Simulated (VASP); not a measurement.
# HfC (F-43m) in VASP: a series of runs

HfC is run at these levels: PBE, r2SCAN; tasks: single point.

All numbers are computed with VASP 6.6.1; they aren't measurements. Logs are shortened: lines on timing, memory, paths and dates and some standing lists are left out, and cuts for length are marked.

**1. The cell of the first run**

It takes space group F-43m (No. 216, cubic). Conventional cell: a = 5.015 Å, b = 5.015 Å, c = 5.015 Å, α = 90.00°, β = 90.00°, γ = 90.00°. Hf (site symmetry -43m) has 4 C at 2.17 Å within 2.9 Å. C (site symmetry -43m) has 4 Hf at 2.17 Å within 2.9 Å.

**2. Single point, PBE**

Input file INCAR:

```
SYSTEM = HfC
PREC = Accurate ; ENCUT = 520
EDIFF = 1E-6 ; ISMEAR = 0
SIGMA = 0.05 ; LREAL = .FALSE.
LASPH = .TRUE. ; NELM = 100
ALGO = Normal ; ISIF = 2
LWAVE = .FALSE. ; LCHARG = .TRUE.
GGA = PE ; LELF = .TRUE.
LVHAR = .TRUE. ; NBANDS = 14
```

Input file KPOINTS:

```
regular mesh
0
G
  8 8 8
  0 0 0
```

Input file POSCAR:

```
HfC
1.0
    0.0000000000      2.5073167490      2.5073167490
    2.5073167490      0.0000000000      2.5073167490
    2.5073167490      2.5073167490      0.0000000000
Hf C
1 1
Direct
    0.0000000000      0.0000000000      0.0000000000
    0.2500000000      0.2500000000      0.2500000000
```

Potentials or basis: VASP PAW PBE potentials, release 64 (Hf_pv, C).

The run is started by

```console
$ cat potpaw_PBE.64/Hf_pv/POTCAR potpaw_PBE.64/C/POTCAR > POTCAR
$ mpirun -np 1 vasp_std > vasp.out
```

OUTCAR:

```text
SYSTEM = HfC
   PREC = Accurate
   ENCUT = 520
   EDIFF = 1E-6
   ISMEAR = 0
   LREAL = .FALSE.
   LASPH = .TRUE.
   NELM = 100
   ISIF = 2
   GGA = PE

 ion  position               nearest neighbor table
   1  0.000  0.000  0.000-   2 2.17   2 2.17   2 2.17   2 2.17
   2  0.250  0.250  0.250-   1 2.17   1 2.17   1 2.17   1 2.17

  LATTYP: Found a face centered cubic cell.
 ALAT       =     5.0146334980

  Lattice vectors:

 A1 = (   0.0000000000,   2.5073167490,   2.5073167490)
 A2 = (   2.5073167490,   0.0000000000,   2.5073167490)
 A3 = (   2.5073167490,   2.5073167490,   0.0000000000)

Analysis of symmetry for initial positions (statically):
=====================================================================
 Subroutine PRICEL returns:
 Original cell was already a primitive cell.

 Routine SETGRP: Setting up the symmetry group for a
 face centered cubic supercell.

 Subroutine GETGRP returns: Found 24 space group operations
 (whereof 24 operations were pure point group operations)
 out of a pool of 48 trial point group operations.

The static configuration has the point symmetry T_d .

Analysis of symmetry for dynamics (positions and initial velocities):
=====================================================================
 Subroutine PRICEL returns:
 Original cell was already a primitive cell.

 Routine SETGRP: Setting up the symmetry group for a
 face centered cubic supercell.

 Subroutine GETGRP returns: Found 24 space group operations
 (whereof 24 operations were pure point group operations)
 out of a pool of 48 trial point group operations.

The dynamic configuration has the point symmetry T_d .

 Subroutine INISYM returns: Found 24 space group operations
 (whereof 24 operations are pure point group operations),
 and found     1 'primitive' translations

----------------------------------------------------------------------------------------

                                     Primitive cell

  volume of cell :      31.5252

  direct lattice vectors                    reciprocal lattice vectors
     0.000000000  2.507316749  2.507316749    -0.199416368  0.199416368  0.199416368
     2.507316749  0.000000000  2.507316749     0.199416368 -0.199416368  0.199416368
     2.507316749  2.507316749  0.000000000     0.199416368  0.199416368 -0.199416368

  length of vectors
     3.545881352  3.545881352  3.545881352     0.345399282  0.345399282  0.345399282

  position of ions in fractional coordinates (direct lattice)
     0.000000000  0.000000000  0.000000000
     0.250000000  0.250000000  0.250000000

  ion indices of the primitive-cell ions
   primitive index   ion index
                 1           1
                 2           2

----------------------------------------------------------------------------------------

 KPOINTS: regular mesh

Automatic generation of k-mesh.
 Grid dimensions read from file:
 generate k-points for:    8    8    8

 Generating k-lattice:

  Cartesian coordinates                     Fractional coordinates (reciprocal lattice)
    -0.024927046  0.024927046  0.024927046     0.125000000  0.000000000  0.000000000
     0.024927046 -0.024927046  0.024927046     0.000000000  0.125000000  0.000000000
     0.024927046  0.024927046 -0.024927046     0.000000000  0.000000000  0.125000000

  Length of vectors
     0.043174910  0.043174910  0.043174910

  Shift w.r.t. Gamma in fractional coordinates (k-lattice)
     0.000000000  0.000000000  0.000000000

 Subroutine IBZKPT returns following result:
 ===========================================

 Found     29 irreducible k-points:

 Following reciprocal coordinates:
            Coordinates               Weight
  0.000000  0.000000  0.000000      1.000000
  0.125000  0.000000  0.000000      8.000000
  0.250000  0.000000  0.000000      8.000000
  0.375000  0.000000  0.000000      8.000000
  0.500000  0.000000  0.000000      4.000000
  0.125000  0.125000  0.000000      6.000000
[... 16 lines left out ...]
  0.500000  0.250000  0.125000     48.000000
 -0.375000  0.250000  0.125000     24.000000
 [... further k-points ...]
   k-points           NKPTS =     29   k-points in BZ     NKDIM =     29   number of bands    NBANDS=     14
   number of dos      NEDOS =    301   number of ions     NIONS =      2
   total plane-waves  NPLWV =  21952
   dimension x,y,z NGX =    28 NGY =   28 NGZ =   28
   dimension x,y,z NGXF=    56 NGYF=   56 NGZF=   56
   ions per type =               1   1
   NGX,Y,Z   is equivalent  to a cutoff of  13.13, 13.13, 13.13 a.u.
   NGXF,Y,Z  is equivalent  to a cutoff of  26.26, 26.26, 26.26 a.u.
 SYSTEM =  HfC
   PREC   = accura    normal or accurate (medium, high low for compatibility)
   ISTART =      0    job   : 0-new  1-cont  2-samecut
   ICHARG =      2    charge: 1-file 2-atom 10-const
   ISPIN  =      1    spin polarized calculation?
   LNONCOLLINEAR =      F non collinear calculations
   LSORBIT =      F    spin-orbit coupling
   LASPH  =      T    aspherical Exc in radial PAW
   ENCUT  =  520.0 eV  38.22 Ry    6.18 a.u.   6.59  6.59  6.59*2*pi/ulx,y,z
   NELM   =    100;   NELMIN=  2; NELMDL= -5     # of ELM steps
   EDIFF  = 0.1E-05   stopping-criterion for ELM
   LREAL  =      F    real-space projection
   EDIFFG = 0.1E-04   stopping-criterion for IOM
   NSW    =      0    number of steps for IOM
   IBRION =     -1    ionic relax: 0-MD 1-quasi-New 2-CG
   NFREE  =      0    steps in history (QN), initial steepest desc. (CG)
   ISIF   =      2    stress and relaxation
   ISYM   =      2    0-nonsym 1-usesym 2-fastsym
   POTIM  = 0.5000    time-step for ionic-motion
   TEBEG  =    0.0;   TEEND  =   0.0 temperature during run
   PSTRESS=    0.0 pullay stress
   NELECT =      14.0000    total number of electrons
   NUPDOWN=      -1.0000    fix difference up-down
   EMIN   =  10.00;   EMAX   =-10.00  energy-range for DOS
   EFERMI =   0.00;   METHOD = LEGACY
   ISMEAR =     0;   SIGMA  =   0.05  broadening in eV -4-tet -1-fermi 0-gaus
   EFERMI_NEDOS =   21; number of points for ismear=-14 and -15
   IALGO  =     38    algorithm
   IMIX   =      4    mixing-type and parameters
     AMIX     =   0.40;   BMIX     =  1.00
     AMIX_MAG =   1.60;   BMIX_MAG =  1.00
  volume/ion in A,a.u.               =      15.76       106.37
  Fermi-wavevector in a.u.,A,eV,Ry     =   1.249007  2.360282 21.225350  1.560019
  Thomas-Fermi vector in A             =   2.383068
   LORBIT       =      0    0 simple, 1 ext, 2 COOP (PROOUT), +10 PAW based schemes
   GGA     = PE    functional components
   LHFCALC =     F    Hartree Fock is set to
   AEXX    =    0.0000 exact exchange contribution
   IVDW    =     0    specifies the selected vdW correction
   LEPSILON=     F    determine dielectric tensor
   LRPA    =     F    only Hartree local field effects (RPA)
 non-spin polarized calculation
 Gauss-broadening in eV      SIGMA  =   0.05
  energy-cutoff  :      520.00
  volume of cell :       31.53
 maximum number of plane-waves:       877
 NGX is ok and might be reduce to    28
   NGX = 13   NGY = 13   NGZ = 13

 number of electron      13.9999999 magnetization

 Free energy of the ion-electron system (eV)
  ---------------------------------------------------
  ext. energy  EPLUGINS =         0.00000000
  ---------------------------------------------------
  free energy    TOTEN  =       -19.75347672 eV

  energy without entropy =      -19.75347625  energy(sigma->0) =      -19.75347648

 E-fermi :   3.9233     XC(G=0): -10.8847

 val. band max:        3.7884676767   @ k =  -0.2500   0.5000   0.2500
 cond. band min:       4.0579327827   @ k =  -0.2500   0.5000   0.2500
 fundamental gap:      0.2694651060
 Fermi energy:         3.9233347089

 k-point     1 :       0.0000    0.0000    0.0000
  band No.  band energies     occupation
      1     -25.8083      2.00000
      2     -25.8083      2.00000
      3     -25.8083      2.00000
      4      -6.9225      2.00000
      5       1.4715      2.00000
      6       1.4715      2.00000
      7       1.4715      2.00000
      8       7.0933      0.00000
      9       7.4251      0.00000
     10       7.4251      0.00000
     11      13.0121      0.00000
     12      13.0121      0.00000
     13      13.0121      0.00000
     14      18.1817      0.00000

 k-point     2 :       0.1250    0.0000    0.0000
  band No.  band energies     occupation
      1     -25.8597      2.00000
      2     -25.8156      2.00000
      3     -25.8156      2.00000
      4      -6.6722      2.00000
      5       1.1348      2.00000
      6       1.5980      2.00000
      7       1.5980      2.00000
      8       7.2287      0.00000
      9       7.2287      0.00000
     10       7.8204      0.00000
     11      12.5984      0.00000
     12      13.3421      0.00000
     13      13.3421      0.00000
     14      16.2925      0.00000

 k-point     3 :       0.2500    0.0000    0.0000
  band No.  band energies     occupation
      1     -25.9812      2.00000
      2     -25.8331      2.00000
      3     -25.8331      2.00000
      4      -6.0624      2.00000
      5       0.6716      2.00000
      6       1.8608      2.00000
      7       1.8608      2.00000
      8       7.1098      0.00000
      9       7.1098      0.00000
     10       8.9033      0.00000
     11      12.1163      0.00000
     12      13.2359      0.00000
     13      13.2359      0.00000
     14      13.6767      0.00000
[... 324 lines left out ...]
 k-point    23 :       0.5000    0.2500    0.1250
  band No.  band energies     occupation
      1     -26.0781      2.00000
      2     -25.9323      2.00000
      3     -25.8748      2.00000
      4      -5.0941      2.00000
      5       0.6075      2.00000
      6       1.8101      2.00000
      7       2.6305      2.00000
      8       6.0266      0.00000
      9       7.6282      0.00000
     10       8.6126      0.00000
     11      11.3144      0.00000
     12      12.6057      0.00000
     13      12.8380      0.00000
     14      15.1822      0.00000

 k-point    24 :      -0.3750    0.2500    0.1250
  band No.  band energies     occupation
      1     -26.1055      2.00000
      2     -25.9446      2.00000
      3     -25.8854      2.00000
      4      -4.9024      2.00000
      5       1.0338      2.00000
      6       1.5463      2.00000
      7       2.7360      2.00000
      8       5.7720      0.00000
      9       7.6853      0.00000
     10       8.3855      0.00000
     11      11.4312      0.00000
     12      11.6701      0.00000
     13      12.8425      0.00000
     14      16.3168      0.00000

 [... further k-points ...]

------------------------ aborting loop because EDIFF is reached ----------------------------------------

  FORCE on cell =-STRESS in cart. coord.  units (eV):
  Direction    XX          YY          ZZ          XY          YZ          ZX
  --------------------------------------------------------------------------------------
  -------------------------------------------------------------------------------------
  Total        0.4838533      0.4838533      0.4838533      0.0000000      0.0000000     -0.0000000
  in kB       24.5904604     24.5904604     24.5904604      0.0000000      0.0000000     -0.0000000
  external PRESSURE =      24.5904604 kB  Pullay stress =       0.0000000 kB

 VOLUME and BASIS-vectors are now :
 -----------------------------------------------------------------------------
  energy-cutoff  :      520.00
  volume of cell :       31.53
      direct lattice vectors                 reciprocal lattice vectors
     0.000000000  2.507316749  2.507316749    -0.199416368  0.199416368  0.199416368
     2.507316749  0.000000000  2.507316749     0.199416368 -0.199416368  0.199416368
     2.507316749  2.507316749  0.000000000     0.199416368  0.199416368 -0.199416368

 POSITION                                       TOTAL-FORCE (eV/Angst)
 -----------------------------------------------------------------------------------
      0.00000      0.00000      0.00000        -0.000000     -0.000000      0.000000
      1.25366      1.25366      1.25366         0.000000      0.000000     -0.000000
 -----------------------------------------------------------------------------------
    total drift:                               -0.000000     -0.000000     -0.000000

  FREE ENERGIE OF THE ION-ELECTRON SYSTEM (eV)
  ---------------------------------------------------
  free  energy   TOTEN  =       -19.7534767205 eV

  energy  without entropy=      -19.7534762474  energy(sigma->0) =      -19.75347648
```

Run time: 13 s. Hardware: 1 thread of Intel Xeon Platinum 8259CL at 2.50GHz (Skylake/Cascade Lake), shared host; peak memory 0.16 GiB.

Results:

- Free energy: -19.7535 eV
- Pressure: 2.5 GPa
- Band gap on the k mesh: 0.27 eV, direct

Levels at points of the mesh, in eV from the valence-band top:
```csv
k point,band 4,band 5,band 6,band 7,band 8,band 9,band 10,band 11
"(0.00, 0.00, 0.00)",-10.71,-2.32,-2.32,-2.32,3.30,3.64,3.64,9.22
"(0.50, 0.00, 0.00)",-9.02,-3.00,-1.71,-1.71,3.96,4.40,4.40,6.69
"(0.50, 0.50, 0.00)",-8.40,-4.19,-0.07,-0.07,0.47,4.47,5.33,5.90
```

Caveat: spin-orbit coupling is left out, which moves the levels of the heavy elements.

**3. Single point, r2SCAN (volume scaled by 0.960)**

Input file POSCAR:

```
HfC
1.0
    0.0000000000      2.4786947801      2.4786947801
    2.4786947801      0.0000000000      2.4786947801
    2.4786947801      2.4786947801      0.0000000000
Hf C
1 1
Direct
    0.0000000000      0.0000000000      0.0000000000
    0.2500000000      0.2500000000      0.2500000000
```

Input file INCAR.step1:

```
PREC = Accurate
ENCUT = 520
ISMEAR = 0
SIGMA = 0.05
LREAL = False
LASPH = True
NELM = 80
NBANDS = 14
GGA = PE
ALGO = Normal
EDIFF = 1E-4
LWAVE = True
LCHARG = False
```

Input file INCAR.step2:

```
PREC = Accurate
ENCUT = 520
EDIFF = 1E-6
ISMEAR = 0
SIGMA = 0.05
LREAL = False
LASPH = True
NELM = 80
ALGO = Normal
ISIF = 2
LWAVE = False
LCHARG = False
METAGGA = R2SCAN
LMIXTAU = True
NBANDS = 14
ISTART = 1
```

Input file KPOINTS:

```
regular mesh
0
Gamma
  12 12 12
```

Potentials or basis: VASP PAW PBE potentials, release 64 (Hf_pv, C).

The run is started by

```console
$ cat potpaw_PBE.64/Hf_pv/POTCAR potpaw_PBE.64/C/POTCAR > POTCAR
$ cp INCAR.step1 INCAR
$ mpirun -np 1 vasp_std > vasp.out
$ cp INCAR.step2 INCAR
$ mpirun -np 1 vasp_std > vasp.out
```

Wall time 98 s (1 thread of Intel Xeon Platinum 8259CL at 2.50GHz (Skylake/Cascade Lake), shared host); peak memory 0.19 GiB.

Results (log left out):

- Free energy: -56.0335 eV
- Pressure: 6.9 GPa
- Band gap on the k mesh: 0.52 eV, direct

Levels at points of the mesh, in eV from the valence-band top:
```csv
k point,band 3,band 4,band 5,band 6,band 7,band 8,band 9,band 10,band 11,band 12
"(0.00, 0.00, 0.00)",-30.50,-11.44,-2.51,-2.51,-2.51,3.96,4.09,4.09,10.05,10.05
"(0.50, 0.00, 0.00)",-30.56,-9.71,-3.07,-1.84,-1.84,4.49,4.94,4.94,7.48,7.80
"(0.50, 0.50, 0.00)",-30.65,-9.07,-4.39,-0.07,-0.07,0.74,5.15,5.98,6.45,6.45
```

Caveat: the PAW data sets were made with another functional, which shifts forces and pressure a little; spin-orbit coupling is left out, which moves the levels of the heavy elements. A k mesh can miss the band edges.

(Continued in part 2 of 2.)
